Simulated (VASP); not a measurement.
# PbO2 (P1) in VASP: further runs

PbO2 is run at these levels: PBEsol; tasks: single point.

Everything below comes from runs of VASP 6.6.1. Logs are shortened: lines on timing, memory, paths and dates and some standing lists are left out, and cuts for length are marked.

### Step 1. The cell of the first run

The typed cell holds 24 atoms: a = 7.578 Å, b = 7.578 Å, c = 7.578 Å, α = 60.00°, β = 60.00°, γ = 60.00°.

### Step 2. Single point, PBEsol

Input file INCAR:

```
PREC = Accurate
ENCUT = 520
EDIFF = 1E-7
ISMEAR = -1
SIGMA = 0.052
LREAL = Auto
LASPH = True
NELM = 80
ALGO = Normal
ISIF = 2
LWAVE = False
LCHARG = False
GGA = PS
NBANDS = 122
```

Input file KPOINTS:

```
Automatic mesh
0
Gamma
  2 2 2
```

Input file POSCAR:

```
PbO2
1.0
    0.0000000000      5.3581320000      5.3581320000
    5.3581320000      0.0000000000      5.3581320000
    5.3581320000      5.3581320000      0.0000000000
Pb O
8 16
Direct
    0.0055928073      0.0036016283     -0.0066125657
   -0.0033066561      0.0021090373      0.4976274381
   -0.0010434607      0.5067243584      0.0046424761
    0.0031073329      0.5020746969      0.5011917400
    0.4996934566     -0.0002074417      0.0006848469
    0.5039473645     -0.0072692311      0.5069485970
    0.5108437045      0.4971745750     -0.0105850322
    0.4977899014      0.4858062474      0.5050931929
    0.1204655839      0.1360441475      0.1002561154
    0.3646878240      0.3958589486      0.3711260753
    0.1310897156      0.1215962951      0.6342169249
    0.3737483511      0.3816494256      0.8826527603
    0.0888595130      0.6480980685      0.1290408672
    0.3392565730      0.9016301763      0.3608764211
    0.1024754523      0.6348158276      0.6442092132
    0.3798907903      0.8657410829      0.8591746153
    0.6125143987      0.1273986904      0.1470167215
    0.8973257844      0.3507356668      0.3804643111
    0.6037338199      0.1256164462      0.6202531964
    0.8567847899      0.3733403731      0.8926543803
    0.6278075083      0.6374366104      0.1118743435
    0.8753197943      0.8636117961      0.3906723463
    0.6287476680      0.6193936618      0.5916739267
    0.8538749139      0.9118648999      0.8744908673
```

Potentials or basis: VASP PAW PBE potentials, release 64 (Pb_d, O).

Command:

```
> cat potpaw_PBE.64/Pb_d/POTCAR potpaw_PBE.64/O/POTCAR > POTCAR
> mpirun -np 1 vasp_std > vasp.out
```

OUTCAR:

```text
PREC = Accurate
   ENCUT = 520
   EDIFF = 1E-7
   ISMEAR = -1
   LREAL = Auto
   LASPH = True
   NELM = 80
   ISIF = 2
   GGA = PS

 ion  position               nearest neighbor table
   1  0.006  0.004  0.993-   9 2.19  13 2.21  11 2.22  24 2.25  20 2.29  16 2.32  17 2.44  22 2.46
                             6 3.73   7 3.74   3 3.75   4 3.75   5 3.76   2 3.78   2 3.80   5 3.82
   2  0.997  0.002  0.498-  14 2.12  18 2.16  22 2.27  15 2.28  24 2.34  11 2.42  19 2.43   9 2.46
                             8 3.72   6 3.73   4 3.75   3 3.78   1 3.78   5 3.79   5 3.79   1 3.80
   3  0.999  0.507  0.005-  13 2.21  15 2.23  21 2.30   9 2.30  12 2.32  18 2.33  20 2.40  24 2.51
                             1 3.75   5 3.76   4 3.76   2 3.78   8 3.79   7 3.79   7 3.79   8 3.80
   4  0.003  0.502  0.501-  22 2.24  10 2.24  13 2.32  15 2.33  23 2.33  18 2.34  11 2.35  20 2.42
                             8 3.70   7 3.72   6 3.75   2 3.75   1 3.75   3 3.76   3 3.82   1 3.82
   5  0.500  1.000  0.001-  24 2.20  21 2.24  14 2.24   9 2.35  19 2.36  12 2.36  17 2.40  16 2.45
                             8 3.72   6 3.75   1 3.76   3 3.76   7 3.77   2 3.79   2 3.79   7 3.81
   6  0.504  0.993  0.507-  19 2.14  16 2.18  17 2.23  22 2.30  11 2.31  23 2.33  10 2.49  14 2.50
                             7 3.71   8 3.71   1 3.73   2 3.73   4 3.75   5 3.75   5 3.83   4 3.83
   7  0.511  0.497  0.989-  20 2.14  12 2.23  16 2.28  17 2.30  21 2.35  10 2.37  23 2.47  13 2.61
                             6 3.71   4 3.72   1 3.74   8 3.76   5 3.77   3 3.79   3 3.79   5 3.81
   8  0.498  0.486  0.505-  23 2.18  10 2.22  19 2.23  12 2.34  21 2.44  15 2.45  18 2.47  14 2.58
                             4 3.70   6 3.71   5 3.72   2 3.72   7 3.76   3 3.79   3 3.80   7 3.82
   9  0.120  0.136  0.100-   1 2.19   3 2.30   5 2.35   2 2.46
  10  0.365  0.396  0.371-   8 2.22   4 2.24   7 2.37   6 2.49
  11  0.131  0.122  0.634-   1 2.22   6 2.31   4 2.35   2 2.42
  12  0.374  0.382  0.883-   7 2.23   3 2.32   8 2.34   5 2.36
  13  0.089  0.648  0.129-   3 2.21   1 2.21   4 2.32   7 2.61
  14  0.339  0.902  0.361-   2 2.12   5 2.24   6 2.50   8 2.58
[... 8 lines left out ...]
  23  0.629  0.619  0.592-   8 2.18   6 2.33   4 2.33   7 2.47
  24  0.854  0.912  0.874-   5 2.20   1 2.25   2 2.34   3 2.51

  LATTYP: Found a face centered cubic cell.
 ALAT       =    10.7162640000

  Lattice vectors:

 A1 = (   0.0000000000,   5.3581320000,   5.3581320000)
 A2 = (   5.3581320000,   0.0000000000,   5.3581320000)
 A3 = (   5.3581320000,   5.3581320000,   0.0000000000)

Analysis of symmetry for initial positions (statically):
=====================================================================
 Subroutine PRICEL returns:
 Original cell was already a primitive cell.

 Routine SETGRP: Setting up the symmetry group for a
 face centered cubic supercell.

 Subroutine GETGRP returns: Found  1 space group operations
 (whereof  1 operations were pure point group operations)
 out of a pool of 48 trial point group operations.

The static configuration has the point symmetry C_1 .

Analysis of symmetry for dynamics (positions and initial velocities):
=====================================================================
 Subroutine PRICEL returns:
 Original cell was already a primitive cell.

 Routine SETGRP: Setting up the symmetry group for a
 face centered cubic supercell.

 Subroutine GETGRP returns: Found  1 space group operations
 (whereof  1 operations were pure point group operations)
 out of a pool of 48 trial point group operations.

The dynamic configuration has the point symmetry C_1 .

 Subroutine INISYM returns: Found  1 space group operations
 (whereof  1 operations are pure point group operations),
 and found     1 'primitive' translations

----------------------------------------------------------------------------------------

                                     Primitive cell

  volume of cell :     307.6594

  direct lattice vectors                    reciprocal lattice vectors
     0.000000000  5.358132000  5.358132000    -0.093316103  0.093316103  0.093316103
     5.358132000  0.000000000  5.358132000     0.093316103 -0.093316103  0.093316103
     5.358132000  5.358132000  0.000000000     0.093316103  0.093316103 -0.093316103

  length of vectors
     7.577542943  7.577542943  7.577542943     0.161628232  0.161628232  0.161628232

  position of ions in fractional coordinates (direct lattice)
     0.005592807  0.003601628  0.993387434
     0.996693344  0.002109037  0.497627438
     0.998956539  0.506724358  0.004642476
     0.003107333  0.502074697  0.501191740
     0.499693457  0.999792558  0.000684847
     0.503947365  0.992730769  0.506948597
[... 16 lines left out ...]
     0.628747668  0.619393662  0.591673927
     0.853874914  0.911864900  0.874490867

  ion indices of the primitive-cell ions
   primitive index   ion index
                 1           1
                 2           2
                 3           3
                 4           4
                 5           5
                 6           6
[... 16 lines left out ...]
                23          23
                24          24

----------------------------------------------------------------------------------------

 KPOINTS: Automatic mesh

Automatic generation of k-mesh.
 Grid dimensions read from file:
 generate k-points for:    2    2    2

 Generating k-lattice:

  Cartesian coordinates                     Fractional coordinates (reciprocal lattice)
    -0.046658052  0.046658052  0.046658052     0.500000000  0.000000000  0.000000000
     0.046658052 -0.046658052  0.046658052     0.000000000  0.500000000  0.000000000
     0.046658052  0.046658052 -0.046658052     0.000000000  0.000000000  0.500000000

  Length of vectors
     0.080814116  0.080814116  0.080814116

  Shift w.r.t. Gamma in fractional coordinates (k-lattice)
     0.000000000  0.000000000  0.000000000

 Subroutine IBZKPT returns following result:
 ===========================================

 Found      8 irreducible k-points:

 Following reciprocal coordinates:
            Coordinates               Weight
  0.000000  0.000000  0.000000      1.000000
  0.500000  0.000000  0.000000      1.000000
  0.000000  0.500000  0.000000      1.000000
  0.000000  0.000000  0.500000      1.000000
  0.500000  0.500000  0.500000      1.000000
  0.500000  0.500000  0.000000      1.000000
  0.000000  0.500000  0.500000      1.000000
  0.500000  0.000000  0.500000      1.000000
   k-points           NKPTS =      8   k-points in BZ     NKDIM =      8   number of bands    NBANDS=    122
   number of dos      NEDOS =    301   number of ions     NIONS =     24
   total plane-waves  NPLWV = 175616
   dimension x,y,z NGX =    56 NGY =   56 NGZ =   56
   dimension x,y,z NGXF=   112 NGYF=  112 NGZF=  112
   ions per type =               8  16
   NGX,Y,Z   is equivalent  to a cutoff of  12.29, 12.29, 12.29 a.u.
   NGXF,Y,Z  is equivalent  to a cutoff of  24.57, 24.57, 24.57 a.u.
 SYSTEM =  unknown system
   PREC   = accura    normal or accurate (medium, high low for compatibility)
   ISTART =      0    job   : 0-new  1-cont  2-samecut
   ICHARG =      2    charge: 1-file 2-atom 10-const
   ISPIN  =      1    spin polarized calculation?
   LNONCOLLINEAR =      F non collinear calculations
   LSORBIT =      F    spin-orbit coupling
   LASPH  =      T    aspherical Exc in radial PAW
   ENCUT  =  520.0 eV  38.22 Ry    6.18 a.u.  14.09 14.09 14.09*2*pi/ulx,y,z
   NELM   =     80;   NELMIN=  2; NELMDL= -5     # of ELM steps
   EDIFF  = 0.1E-06   stopping-criterion for ELM
   LREAL  =      T    real-space projection
   EDIFFG = 0.1E-05   stopping-criterion for IOM
   NSW    =      0    number of steps for IOM
   IBRION =     -1    ionic relax: 0-MD 1-quasi-New 2-CG
   NFREE  =      0    steps in history (QN), initial steepest desc. (CG)
   ISIF   =      2    stress and relaxation
   ISYM   =      2    0-nonsym 1-usesym 2-fastsym
   POTIM  = 0.5000    time-step for ionic-motion
   TEBEG  =    0.0;   TEEND  =   0.0 temperature during run
   PSTRESS=    0.0 pullay stress
   NELECT =     208.0000    total number of electrons
   NUPDOWN=      -1.0000    fix difference up-down
   EMIN   =  10.00;   EMAX   =-10.00  energy-range for DOS
   EFERMI =   0.00;   METHOD = LEGACY
   ISMEAR =    -1;   SIGMA  =   0.05  broadening in eV -4-tet -1-fermi 0-gaus
   EFERMI_NEDOS =   21; number of points for ismear=-14 and -15
   IALGO  =     38    algorithm
   IMIX   =      4    mixing-type and parameters
     AMIX     =   0.40;   BMIX     =  1.00
     AMIX_MAG =   1.60;   BMIX_MAG =  1.00
  volume/ion in A,a.u.               =      12.82        86.51
  Fermi-wavevector in a.u.,A,eV,Ry     =   1.436832  2.715218 28.089024  2.064485
  Thomas-Fermi vector in A             =   2.555976
   LORBIT       =      0    0 simple, 1 ext, 2 COOP (PROOUT), +10 PAW based schemes
   GGA     = PS    functional components
   LHFCALC =     F    Hartree Fock is set to
   AEXX    =    0.0000 exact exchange contribution
   IVDW    =     0    specifies the selected vdW correction
   LEPSILON=     F    determine dielectric tensor
   LRPA    =     F    only Hartree local field effects (RPA)
 non-spin polarized calculation
  energy-cutoff  :      520.00
  volume of cell :      307.66
 maximum number of plane-waves:      8363
   NGX = 29   NGY = 29   NGZ = 29

 number of electron     208.0000003 magnetization

 Free energy of the ion-electron system (eV)
  ---------------------------------------------------
  ext. energy  EPLUGINS =         0.00000000
  ---------------------------------------------------
  free energy    TOTEN  =      -133.88463529 eV

  energy without entropy =     -133.84441155  energy(sigma->0) =     -133.86452342

 E-fermi :   5.8473     XC(G=0): -11.5578

 val. band max:        5.7813129177   @ k =   0.0000   0.5000   0.5000
 cond. band min:       6.8709097380   @ k =   0.0000   0.5000   0.5000
 fundamental gap:      1.0895968203
 Fermi energy:         5.8472938459

 k-point     1 :       0.0000    0.0000    0.0000
  band No.  band energies     occupation
      1     -12.9675      2.00000
      2     -12.3857      2.00000
      3     -12.3193      2.00000
      4     -12.2962      2.00000
      5     -12.2397      2.00000
      6     -12.1237      2.00000
[... 108 lines left out ...]
    115      12.0208      0.00000
    116      12.6653      0.00000
[... 831 lines left out ...]
    115      12.7013      0.00000
    116      12.8179      0.00000
 [bands above 116 left out]

------------------------ aborting loop because EDIFF is reached ----------------------------------------

  FORCE on cell =-STRESS in cart. coord.  units (eV):
  Direction    XX          YY          ZZ          XY          YZ          ZX
  --------------------------------------------------------------------------------------
  -------------------------------------------------------------------------------------
  Total       -0.5628171      0.7689464     -1.7698063     -0.5413717      1.0847837      0.6833880
  in kB       -2.9309450      4.0043907     -9.2165015     -2.8192652      5.6491551      3.5588341
  external PRESSURE =      -2.7143519 kB  Pullay stress =       0.0000000 kB

 VOLUME and BASIS-vectors are now :
 -----------------------------------------------------------------------------
  energy-cutoff  :      520.00
  volume of cell :      307.66
      direct lattice vectors                 reciprocal lattice vectors
     0.000000000  5.358132000  5.358132000    -0.093316103  0.093316103  0.093316103
     5.358132000  0.000000000  5.358132000     0.093316103 -0.093316103  0.093316103
     5.358132000  5.358132000  0.000000000     0.093316103  0.093316103 -0.093316103

 POSITION                                       TOTAL-FORCE (eV/Angst)
 -----------------------------------------------------------------------------------
      5.34200      5.35267      0.04926         0.417519     -0.312321     -0.462804
      2.67765      8.00677      5.35172         0.305614      0.007638     -0.448162
      2.73997      5.37742      8.06764         0.034753     -0.271543     -0.370857
      5.37563      2.70210      2.70683        -0.153407     -0.039096     -0.477741
      5.36069      2.68109      8.03444         0.564983     -0.211829     -0.153486
      8.03548      5.41651      8.01940        -0.878127     -1.402993     -0.347642
[... 16 lines left out ...]
      6.48906      6.53918      6.68771         0.345261      0.025345      0.199207
      9.57153      9.26081      9.46107        -0.488433     -0.530146      0.185038
 -----------------------------------------------------------------------------------
    total drift:                                0.002653      0.002912      0.006107

  FREE ENERGIE OF THE ION-ELECTRON SYSTEM (eV)
  ---------------------------------------------------
  free  energy   TOTEN  =      -133.8846352914 eV

  energy  without entropy=     -133.8444115521  energy(sigma->0) =     -133.86452342
```

Run time: 19 min. Hardware: 1 thread of AMD EPYC 9755, shared host; peak memory 0.47 GiB.

What came out:

```
Free energy            : -133.8846 eV
Pressure               : -0.3 GPa
Largest force          : 1.691 eV/Å
Band gap on the k mesh : zero (bands 104 and 105 overlap by 0.08 eV)
```

Forces in eV/Å, atoms in the order of the input:
```
Pb   0.418 -0.312 -0.463
Pb   0.306  0.008 -0.448
Pb   0.035 -0.272 -0.371
Pb  -0.153 -0.039 -0.478
Pb   0.565 -0.212 -0.153
Pb  -0.878 -1.403 -0.348
Pb   0.751 -0.197 -0.413
Pb   0.307 -0.641  0.562
O   -0.442  0.029  0.192
O    0.158 -0.482  0.279
O    0.158 -0.136  0.702
O   -0.273  0.141 -0.051
O   -0.518  0.408  0.031
O   -0.627  1.049  0.140
O   -0.201  0.915 -0.145
O   -0.198  1.274 -0.699
O   -0.020  0.340 -0.280
O   -0.061 -0.626 -0.194
O    0.833  0.586  0.719
O   -0.602 -0.781  0.597
O    0.278  0.845 -0.083
O    0.308  0.012  0.520
O    0.345  0.025  0.199
O   -0.488 -0.530  0.185
```

Stress tensor (GPa, compression positive):
```
-0.29 -0.28  0.36
-0.28  0.40  0.56
 0.36  0.56 -0.92
```

Caveat: the k points lie up to 0.51 Å⁻¹ apart; the atoms stand as in a frame of molecular dynamics; the structure was generated, so it needn't be the stable form of PbO2; semilocal functionals underestimate gaps, and a narrow one can read as zero; the PAW data sets were made with another functional, which shifts forces and pressure a little; spin-orbit coupling is left out, which moves the levels of the heavy elements.

(Part 1 of 2 ends here.)

The gap in the log of VASP goes by the Fermi energy; the results here count the filled bands.